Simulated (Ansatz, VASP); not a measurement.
## Ta3WN2: VASP beside Ansatz

```
Ta W N
1.0
     4.88235    0.00000    0.00000
    -2.44118    4.22824    0.00000
     0.00000    0.00000    4.49730
Ta W N
3 1 2
Direct
  0.33333 0.66667 0.50000
  0.66667 0.33333 0.50000
  0.00000 0.00000 0.50000
  0.00000 0.00000 0.00000
  0.33333 0.66667 0.00000
  0.66667 0.33333 0.00000
```

Alike in both runs: functional PBE; k mesh 3 × 3 × 4; occupations gaussian, width 0.1 eV; no spin polarisation.

Ansatz relaxed the structure, and its values are those at the end. VASP's run is a single point on that final structure, the one shown.

|  | VASP | Ansatz |
| --- | --- | --- |
| version | VASP 6.6.1 | Ansatz 0.2.0 |
| potentials or method | VASP PAW PBE potentials, release 64 (Ta_pv, W_sv, N), cutoff 520 eV | scalar-relativistic, plane waves, PAW |
| valence electrons in the cell | 57 | 63 |

Ansatz gave:

* gap on the k mesh at the Fermi level (eV): none
* pressure (GPa): -0.1

Question: What did VASP give for the same quantities?

Answer: gap on the k mesh at the Fermi level (eV): none; pressure (GPa): 0.6.

A gap of «none» marks a metal or a gap that the smearing closes. VASP's potentials hold 57 valence electrons a cell and Ansatz's 63, so a difference there can come from the potentials and not from the codes.

The k mesh is coarse, so the values compare programs but aren't converged. Spin-orbit coupling is off throughout.
